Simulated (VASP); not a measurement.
# Ca (P6_3/mmc) in VASP: further runs

Ca is run at these levels: LDA; tasks: single point.

Program: VASP 6.6.1. These are calculated values, not measurements. Logs are shortened: lines on timing, memory, paths and dates and some standing lists are left out, and cuts for length are marked.

### Step 1. The cell of the first run

Symmetry: P6_3/mmc, No. 194, hexagonal system. The conventional cell has a = 3.774 Å, b = 3.774 Å, c = 6.217 Å, α = 90.00°, β = 90.00°, γ = 120.00°. Within 5.0 Å of Ca (site symmetry -6m2) lie 12 Ca at 3.77 to 3.80 Å.

### Step 2. Single point, LDA

INCAR

```
SYSTEM = Ca
PREC = Accurate
ENCUT = 520
EDIFF = 1E-6
ISMEAR = -1
SIGMA = 0.1
LREAL = .False.
LASPH = .True.
NELM = 80
ALGO = Normal
ISIF = 2
LWAVE = .False.
LCHARG = .False.
GGA = CA
NBANDS = 17
```

KPOINTS

```
regular mesh
0
Gamma
  11 11 6
  0 0 0
```

POSCAR

```
Ca
1.0
    3.7737110570      0.0000000000      0.0000000000
   -1.8868555285      3.2681296419      0.0000000000
    0.0000000000      0.0000000000      6.2171671237
Ca
2
Direct
    0.3333333333      0.6666666667      0.2500000000
    0.6666666667      0.3333333333      0.7500000000
```

Potentials or basis: VASP PAW LDA potentials, release 64 (Ca_sv).

Launch:

```sh
$ cat potpaw_LDA.64/Ca_sv/POTCAR > POTCAR
$ mpirun -np 1 vasp_std > vasp.out
```

OUTCAR:

```text
SYSTEM = Ca
   PREC = Accurate
   ENCUT = 520
   EDIFF = 1E-6
   ISMEAR = -1
   LREAL = .False.
   LASPH = .True.
   NELM = 80
   ISIF = 2
   GGA = CA

 ion  position               nearest neighbor table
   1  0.333  0.667  0.250-
   2  0.667  0.333  0.750-

  LATTYP: Found a hexagonal cell.
 ALAT       =     3.7737110570
 C/A-ratio  =     1.6474942119

  Lattice vectors:

 A1 = (   3.7737110570,   0.0000000000,   0.0000000000)
 A2 = (  -1.8868555285,   3.2681296419,   0.0000000000)
 A3 = (   0.0000000000,   0.0000000000,   6.2171671237)

Analysis of symmetry for initial positions (statically):
=====================================================================
 Subroutine PRICEL returns:
 Original cell was already a primitive cell.

 Routine SETGRP: Setting up the symmetry group for a
 hexagonal supercell.

 Subroutine GETGRP returns: Found 24 space group operations
 (whereof 12 operations were pure point group operations)
 out of a pool of 24 trial point group operations.

The static configuration has the point symmetry D_3d.
 The point group associated with its full space group is D_6h.

Analysis of symmetry for dynamics (positions and initial velocities):
=====================================================================
 Subroutine PRICEL returns:
 Original cell was already a primitive cell.

 Routine SETGRP: Setting up the symmetry group for a
 hexagonal supercell.

 Subroutine GETGRP returns: Found 24 space group operations
 (whereof 12 operations were pure point group operations)
 out of a pool of 24 trial point group operations.

The dynamic configuration has the point symmetry D_3d.
 The point group associated with its full space group is D_6h.

 Subroutine INISYM returns: Found 24 space group operations
 (whereof 12 operations are pure point group operations),
 and found     1 'primitive' translations

----------------------------------------------------------------------------------------

                                     Primitive cell

  volume of cell :      76.6762

  direct lattice vectors                    reciprocal lattice vectors
     3.773711057  0.000000000  0.000000000     0.264991141  0.152992707  0.000000000
    -1.886855528  3.268129642  0.000000000     0.000000000  0.305985414  0.000000000
     0.000000000  0.000000000  6.217167124     0.000000000  0.000000000  0.160844960

  length of vectors
     3.773711057  3.773711057  6.217167124     0.305985414  0.305985414  0.160844960

  position of ions in fractional coordinates (direct lattice)
     0.333333333  0.666666667  0.250000000
     0.666666667  0.333333333  0.750000000

  ion indices of the primitive-cell ions
   primitive index   ion index
                 1           1
                 2           2

----------------------------------------------------------------------------------------

 KPOINTS: regular mesh

Automatic generation of k-mesh.
 Grid dimensions read from file:
 generate k-points for:   11   11    6

 Generating k-lattice:

  Cartesian coordinates                     Fractional coordinates (reciprocal lattice)
     0.024090104  0.013908428  0.000000000     0.090909091  0.000000000  0.000000000
     0.000000000  0.027816856  0.000000000     0.000000000  0.090909091  0.000000000
     0.000000000  0.000000000  0.026807493     0.000000000  0.000000000  0.166666667

  Length of vectors
     0.027816856  0.027816856  0.026807493

  Shift w.r.t. Gamma in fractional coordinates (k-lattice)
     0.000000000  0.000000000  0.000000000

 Subroutine IBZKPT returns following result:
 ===========================================

 Found     64 irreducible k-points:

 Following reciprocal coordinates:
            Coordinates               Weight
  0.000000  0.000000  0.000000      1.000000
  0.090909 -0.000000  0.000000      6.000000
  0.181818 -0.000000  0.000000      6.000000
  0.272727 -0.000000  0.000000      6.000000
  0.363636 -0.000000  0.000000      6.000000
  0.454545 -0.000000  0.000000      6.000000
[... 16 lines left out ...]
  0.090909  0.090909  0.166667     12.000000
  0.181818  0.090909  0.166667     24.000000
 [... further k-points ...]
   k-points           NKPTS =     64   k-points in BZ     NKDIM =     64   number of bands    NBANDS=     17
   number of dos      NEDOS =    301   number of ions     NIONS =      2
   total plane-waves  NPLWV =  37632
   dimension x,y,z NGX =    28 NGY =   28 NGZ =   48
   dimension x,y,z NGXF=    56 NGYF=   56 NGZF=   96
   ions per type =               2
   NGX,Y,Z   is equivalent  to a cutoff of  12.34, 12.34, 12.84 a.u.
   NGXF,Y,Z  is equivalent  to a cutoff of  24.67, 24.67, 25.67 a.u.
 SYSTEM =  Ca
   PREC   = accura    normal or accurate (medium, high low for compatibility)
   ISTART =      0    job   : 0-new  1-cont  2-samecut
   ICHARG =      2    charge: 1-file 2-atom 10-const
   ISPIN  =      1    spin polarized calculation?
   LNONCOLLINEAR =      F non collinear calculations
   LSORBIT =      F    spin-orbit coupling
   LASPH  =      T    aspherical Exc in radial PAW
   ENCUT  =  520.0 eV  38.22 Ry    6.18 a.u.   7.02  7.02 11.56*2*pi/ulx,y,z
   NELM   =     80;   NELMIN=  2; NELMDL= -5     # of ELM steps
   EDIFF  = 0.1E-05   stopping-criterion for ELM
   LREAL  =      F    real-space projection
   EDIFFG = 0.1E-04   stopping-criterion for IOM
   NSW    =      0    number of steps for IOM
   IBRION =     -1    ionic relax: 0-MD 1-quasi-New 2-CG
   NFREE  =      0    steps in history (QN), initial steepest desc. (CG)
   ISIF   =      2    stress and relaxation
   ISYM   =      2    0-nonsym 1-usesym 2-fastsym
   POTIM  = 0.5000    time-step for ionic-motion
   TEBEG  =    0.0;   TEEND  =   0.0 temperature during run
   PSTRESS=    0.0 pullay stress
   NELECT =      20.0000    total number of electrons
   NUPDOWN=      -1.0000    fix difference up-down
   EMIN   =  10.00;   EMAX   =-10.00  energy-range for DOS
   EFERMI =   0.00;   METHOD = LEGACY
   ISMEAR =    -1;   SIGMA  =   0.10  broadening in eV -4-tet -1-fermi 0-gaus
   EFERMI_NEDOS =   21; number of points for ismear=-14 and -15
   IALGO  =     38    algorithm
   IMIX   =      4    mixing-type and parameters
     AMIX     =   0.40;   BMIX     =  1.00
     AMIX_MAG =   1.60;   BMIX_MAG =  1.00
  volume/ion in A,a.u.               =      38.34       258.72
  Fermi-wavevector in a.u.,A,eV,Ry     =   1.045999  1.976652 14.886328  1.094114
  Thomas-Fermi vector in A             =   2.180819
   LORBIT       =      0    0 simple, 1 ext, 2 COOP (PROOUT), +10 PAW based schemes
   GGA     = CA    functional components
   LHFCALC =     F    Hartree Fock is set to
   AEXX    =    0.0000 exact exchange contribution
   IVDW    =     0    specifies the selected vdW correction
   LEPSILON=     F    determine dielectric tensor
   LRPA    =     F    only Hartree local field effects (RPA)
 non-spin polarized calculation
  energy-cutoff  :      520.00
  volume of cell :       76.68
 maximum number of plane-waves:      2080
 NGX is ok and might be reduce to    28
   NGX = 13   NGY = 13   NGZ = 23

 number of electron      20.0000003 magnetization

 Free energy of the ion-electron system (eV)
  ---------------------------------------------------
  ext. energy  EPLUGINS =         0.00000000
  ---------------------------------------------------
  free energy    TOTEN  =        -4.44382299 eV

  energy without entropy =       -4.35935299  energy(sigma->0) =       -4.40158799

 E-fermi :   2.1951     XC(G=0):  -8.2788

 val. band max:        2.1654009174   @ k =   0.3636   0.2727   0.5000
 cond. band min:       2.2048545513   @ k =   0.2727   0.0909   0.0000
 fundamental gap:      0.0394536339
 Fermi energy:         2.1951070222

 k-point     1 :       0.0000    0.0000    0.0000
  band No.  band energies     occupation
      1     -39.1544      2.00000
      2     -39.1324      2.00000
      3     -20.5432      2.00000
      4     -20.3760      2.00000
      5     -20.3760      2.00000
      6     -20.3496      2.00000
[... 9 lines left out ...]
     16       4.8467      0.00000
     17       5.3060      0.00000

 k-point     2 :       0.0909   -0.0000    0.0000
  band No.  band energies     occupation
      1     -39.1528      2.00000
      2     -39.1316      2.00000
      3     -20.5378      2.00000
      4     -20.3887      2.00000
      5     -20.3800      2.00000
      6     -20.3628      2.00000
[... 9 lines left out ...]
     16       4.9491      0.00000
     17       5.1416      0.00000

 k-point     3 :       0.1818   -0.0000    0.0000
  band No.  band energies     occupation
      1     -39.1483      2.00000
      2     -39.1294      2.00000
      3     -20.5224      2.00000
      4     -20.4231      2.00000
      5     -20.3975      2.00000
      6     -20.3903      2.00000
[... 9 lines left out ...]
     16       4.9384      0.00000
     17       4.9809      0.00000

 k-point     4 :       0.2727   -0.0000    0.0000
  band No.  band energies     occupation
      1     -39.1421      2.00000
      2     -39.1267      2.00000
      3     -20.5000      2.00000
      4     -20.4684      2.00000
      5     -20.4418      2.00000
      6     -20.4035      2.00000
[... 9 lines left out ...]
     16       5.2914      0.00000
     17       5.4080      0.00000
[... 343 lines left out ...]
      1     -39.1313      2.00000
      2     -39.1246      2.00000
      3     -20.5410      2.00000
      4     -20.5126      2.00000
      5     -20.4433      2.00000
      6     -20.4192      2.00000
[... 9 lines left out ...]
     16       6.2180      0.00000
     17       6.3357      0.00000

 k-point    23 :       0.0909    0.0909    0.1667
  band No.  band energies     occupation
      1     -39.1484      2.00000
      2     -39.1314      2.00000
      3     -20.5172      2.00000
      4     -20.4066      2.00000
      5     -20.3980      2.00000
      6     -20.3819      2.00000
[... 9 lines left out ...]
     16       4.9855      0.00000
     17       5.2585      0.00000

 k-point    24 :       0.1818    0.0909    0.1667
  band No.  band energies     occupation
      1     -39.1433      2.00000
      2     -39.1288      2.00000
      3     -20.5043      2.00000
      4     -20.4412      2.00000
      5     -20.4332      2.00000
      6     -20.3963      2.00000
[... 9 lines left out ...]
     16       5.1372      0.00000
     17       5.3619      0.00000

 [... further k-points ...]

------------------------ aborting loop because EDIFF is reached ----------------------------------------

  FORCE on cell =-STRESS in cart. coord.  units (eV):
  Direction    XX          YY          ZZ          XY          YZ          ZX
  --------------------------------------------------------------------------------------
  -------------------------------------------------------------------------------------
  Total        0.0009139      0.0009139     -0.0195561      0.0000000      0.0000000      0.0000000
  in kB        0.0190963      0.0190963     -0.4086323      0.0000000      0.0000000      0.0000000
  external PRESSURE =      -0.1234799 kB  Pullay stress =       0.0000000 kB

 VOLUME and BASIS-vectors are now :
 -----------------------------------------------------------------------------
  energy-cutoff  :      520.00
  volume of cell :       76.68
      direct lattice vectors                 reciprocal lattice vectors
     3.773711057  0.000000000  0.000000000     0.264991141  0.152992707  0.000000000
    -1.886855528  3.268129642  0.000000000     0.000000000  0.305985414  0.000000000
     0.000000000  0.000000000  6.217167124     0.000000000  0.000000000  0.160844960

 POSITION                                       TOTAL-FORCE (eV/Angst)
 -----------------------------------------------------------------------------------
     -0.00000      2.17875      1.55429         0.000000     -0.000000      0.000000
      1.88686      1.08938      4.66288        -0.000000      0.000000      0.000000
 -----------------------------------------------------------------------------------
    total drift:                                0.000000     -0.000000      0.000000

  FREE ENERGIE OF THE ION-ELECTRON SYSTEM (eV)
  ---------------------------------------------------
  free  energy   TOTEN  =        -4.4438229916 eV

  energy  without entropy=       -4.3593529866  energy(sigma->0) =       -4.40158799
```

Wall time 34 s (1 thread of AMD EPYC 9R45 (Zen 5), shared host); peak memory 0.17 GiB.

What came out:

| Property | Result |
| --- | --- |
| Free energy | -4.4438 eV |
| Pressure | 0.0 GPa |
| Band gap on the k mesh | zero (band 10 reaches 2.37 eV, above the bottom of band 11 at 2.12 eV) |

Levels at points of the mesh, in eV from the Fermi level:
| k point | band 6 | band 7 | band 8 | band 9 | band 10 | band 11 | band 12 | band 13 | band 14 | band 15 |
| --- | --- | --- | --- | --- | --- | --- | --- | --- | --- | --- |
| (0.00, 0.00, 0.00) | -22.54 | -22.54 | -22.54 | -4.21 | -1.14 | -0.07 | 2.27 | 2.32 | 2.32 | 2.65 |
| (0.00, 0.00, 0.50) | -22.56 | -22.56 | -22.56 | -3.12 | -3.12 | 1.37 | 1.37 | 2.31 | 2.31 | 2.31 |

(Part 1 of 2 ends here.)
